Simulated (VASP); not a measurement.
Set up this calculation in VASP 6.6.1, as the native input.

| Property | Result |
| --- | --- |
| Task | electric field gradients |
| Functional | PBEsol |
| Potentials or basis | VASP PAW PBE potentials, release 64 (Bi_d) |
| Cutoff | 520 eV |
| k mesh | 10 × 10 × 10 |
| Occupations | fermi-dirac, width 0.03 eV |
| Spin | no spin polarisation |
| Dipole correction | no |
| Further INCAR settings | ALGO = Normal; EDIFF = 1e-08; NBANDS = 22 |

The structure of Bi lies in POSCAR:

```
Bi
1.0
    2.2729996784      1.3123169762      3.9144600000
   -2.2729996784      1.3123169762      3.9144600000
    0.0000000000     -2.6246339523      3.9144600000
Bi
2
Direct
    0.2338900000      0.2338900000      0.2338900000
    0.7661100000      0.7661100000      0.7661100000
```

This cell differs from its parent crystal: zz strain of -1 %.

These files were run (other wordings do the same):

INCAR

```
SYSTEM = Bi
PREC = Accurate
ENCUT = 520
EDIFF = 1E-8
ISMEAR = -1
SIGMA = 0.03
LREAL = .False.
LASPH = .True.
NELM = 80
ALGO = Normal
ISIF = 2
LWAVE = .False.
LCHARG = .False.
GGA = PS
LEFG = .True.
NBANDS = 22
```

KPOINTS

```
regular mesh
0
Gamma
  10 10 10
  0 0 0
```

Potentials or basis: VASP PAW PBE potentials, release 64 (Bi_d).

Launch:

```sh
$ cat potpaw_PBE.64/Bi_d/POTCAR > POTCAR
$ mpirun -np 1 vasp_std > vasp.out
```

Results of the run:

```yaml
Pressure: -0.3 GPa
Largest_force: 0.179 eV/Å
Band_gap_on_the_k_mesh: zero (bands 15 and 16 overlap by 0.18 eV)
Largest_electric_field_gradient_by_atom: Bi -35.1 V/Å²
```

Caveat: the cell differs from its parent crystal (zz strain of -1 %); without QUAD_EFG the Cq values of the log hold for a quadrupole moment of 1 mb, not for the nuclei; the PAW data sets were made with another functional, which shifts forces and pressure a little; spin-orbit coupling is left out, which moves the levels of the heavy elements.

Wall time 91 s on 1 thread of AMD EPYC 9R45 96-Core Processor (Zen 5), with other jobs on the host, peak memory 0.26 GiB.
